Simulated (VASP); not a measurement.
Write the native input for VASP 6.6.1 that does the following.

| Property | Result |
| --- | --- |
| Task | single point |
| Functional | LDA |
| Potentials or basis | VASP PAW LDA potentials, release 64 (Al, H) |
| Cutoff | 520 eV |
| k mesh | 6 × 6 × 1 |
| Occupations | gaussian, width 0.1 eV |
| Spin | no spin polarisation |
| Dipole correction | yes |
| Further INCAR settings | ALGO = Normal; EDIFF = 1e-06; NBANDS = 30 |

The structure of Al12H lies in POSCAR:

```
Al12H
1.0
    5.6336864728      0.0000000000      0.0000000000
   -2.8168432364      4.8789156024      0.0000000000
    0.0000000000      0.0000000000     20.0321727773
Al H
12 1
Direct
    0.3333333333      0.1666666667      0.1996787889
    0.3333333333      0.6666666667      0.1996787889
    0.8333333333      0.1666666667      0.1996787889
    0.8333333333      0.6666666667      0.1996787889
    0.1666666667      0.3333333333      0.3128097090
    0.1666666667      0.8333333333      0.3128097090
    0.6666666667      0.3333333333      0.3128097090
    0.6666666667      0.8333333333      0.3128097090
    0.0000000000      0.0000000000      0.4259234818
    0.0000000000      0.5000000000      0.4259234818
    0.5000000000      0.0000000000      0.4259234818
    0.5000000000      0.5000000000      0.4259234818
    0.0000000000      0.1666666667      0.4941067779
```

The input as run:

INCAR

```
PREC = Accurate
ENCUT = 520
EDIFF = 1E-6
ISMEAR = 0
SIGMA = 0.1
LREAL = False
LASPH = True
NELM = 60
ALGO = Normal
ISIF = 2
LWAVE = False
LCHARG = False
LDIPOL = True
IDIPOL = 3
DIPOL = 0.5 0.5 0.327
NBANDS = 30
```

KPOINTS

```
Automatic mesh
0
Gamma
  6 6 1
```

Potentials or basis: VASP PAW LDA potentials, release 64 (Al, H).

The run is started by

```sh
$ cat potpaw_LDA.64/Al/POTCAR potpaw_LDA.64/H/POTCAR > POTCAR
$ mpirun -np 1 vasp_std > vasp.out
```

It gave:

```
Largest force          : 0.403 eV/Å
Band gap on the k mesh : zero (an odd number of electrons rules out a gap without spin polarisation)
```

Run time: 20 min on 1 thread of Intel Xeon 8259CL, on a shared host, peak memory 0.57 GiB.
